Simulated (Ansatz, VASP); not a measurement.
## Two plane-wave programs on In2TeO2

```xyz
5
Lattice="3.7716 0.0000 0.0000 -1.8858 3.2663 0.0000 0.0000 0.0000 7.4366" Properties=species:S:1:pos:R:3 pbc="T T T"
In    0.0000    2.1775    2.3140
In    1.8858    1.0888    5.1227
Te    0.0000    0.0000    0.0000
O     0.0000    2.1775    4.6003
O     1.8858    1.0888    2.8363
```

Change from the starting cell: species swapped into the Er2SeO2 type (P-3m1, No. 164).

Alike in both runs: task relaxation of cell and atoms; functional PBE; k mesh 12 × 12 × 6; occupations gaussian, width 0.1 eV; no spin polarisation.

```csv
,VASP,Ansatz
version,VASP 6.6.1,Ansatz 0.2.0
potentials or method,"VASP PAW PBE potentials, release 64 (In_d, Te, O), cutoff 600 eV","scalar-relativistic, plane waves, PAW"
valence electrons in the cell,44,54
```

Ansatz gave:

```
gap on the k mesh at the Fermi level, each at its own relaxed structure (eV)  : none
relaxed volume (Å³/atom)                                                      : 18.25
relaxed length of the cell vector where the two differ most in proportion (Å) : 7.279
```

Question: What did VASP give for the same quantities?

Answer: gap on the k mesh at the Fermi level, each at its own relaxed structure (eV): none; relaxed volume (Å³/atom): 18.26; relaxed length of the cell vector where the two differ most in proportion (Å): 7.270.

A gap of «none» marks a metal or a gap that the smearing closes. VASP's potentials hold 44 valence electrons a cell and Ansatz's 54, so a difference there can come from the potentials and not from the codes.

Neither program's run includes spin-orbit coupling.
